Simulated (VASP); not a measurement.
Runs of VASP 6.6.1 on ZnGa2O4. The structure is that of space group Fd-3m (No. 227), or close to it. The cells are those of the table. 

```tsv
task	level	potentials or basis	cell	cutoff (eV)	gap on the mesh (eV)	pressure (GPa)	largest force (eV/Å)
relaxation of cell and atoms	PBEsol	VASP PAW PBE potentials, release 64 (Zn, Ga_d, O)	relaxed from a = 5.899 Å, angles 60.0°, 14 atoms	600	2.49	0.0	0.01
band structure	r2SCAN	VASP PAW PBE potentials, release 64 (Zn, Ga_d, O)	a = 5.904 Å, angles 60.0°, 14 atoms	520	3.19	-0.1	0.07
band structure	LDA	VASP PAW LDA potentials, release 64 (Zn, Ga_d, O)	a = 5.904 Å, angles 60.0°, 14 atoms	520	2.52	(a)	0.03
relaxation of cell and atoms	PBEsol	VASP PAW PBE potentials, release 64 (Zn, Ga_d, O)	relaxed from a = 5.904 Å, angles 60.0°, 14 atoms	600	2.49	0.0	-
```

Alike in all rows: no spin polarisation; k mesh 6 × 6 × 6; smearing gaussian 0.03 eV.

Task: Fill in the values left out.

Result: (a) -5.6.

Caveats: the PAW data sets were made with another functional, which shifts forces and pressure a little (at least some runs); the cell stands under tension (at least some runs); the relaxation stopped at its first step, so nothing moved (at least some runs).

A k mesh can miss the band edges, and the runs leave out spin-orbit coupling on Ga.
